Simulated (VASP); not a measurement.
The system is GdN.

```
CELL_PARAMETERS angstrom
3.30447 0.00000 0.00000
-1.65224 2.86176 0.00000
0.00000 0.00000 3.22500
ATOMIC_POSITIONS crystal
Gd 0.00000 0.00000 0.00000
N 0.66667 0.33333 0.50000
```

Base run:

| Item | Value |
| --- | --- |
| Program | VASP 6.6.1 |
| Functional | LDA |
| Potentials or basis | VASP PAW PBE potentials, release 64 (Gd, N) |
| Cutoff | 520 eV |
| k mesh | 10 × 10 × 10 |
| Occupations | gaussian, width 0.05 eV |
| Spin | collinear spin, ferromagnetic start |
| Starting moments | [7.0, 0.0] μB |
| Hubbard terms | Gd f U = 6.0 eV |

Its results: band gap on the k mesh 0.02 eV (least direct gap 0.07 eV); pressure -6.5 GPa; net moment 7.00 μB per cell; site moments Gd +6.89; N -0.09 μB.

Question: The run is repeated on the same cell with these changes: k mesh from 10 × 10 × 10 to 5 × 5 × 4. What comes out?

Answer: Band gap on the k mesh 0.09 eV (least direct gap 0.10 eV); pressure -6.5 GPa; net moment 7.00 μB per cell; site moments Gd +6.89; N -0.08 μB.

Caveats: some runs use coarse meshes; the PAW data sets were made with another functional, which shifts forces and pressure a little; spin-orbit coupling is left out, which moves the levels of the heavy elements; a cell with one magnetic atom can't hold antiferromagnetic order, which such compounds often take; the cell stands under tension (at least some runs); an odd mesh through Γ misses points on the zone boundary, where band edges can lie (at least some runs).
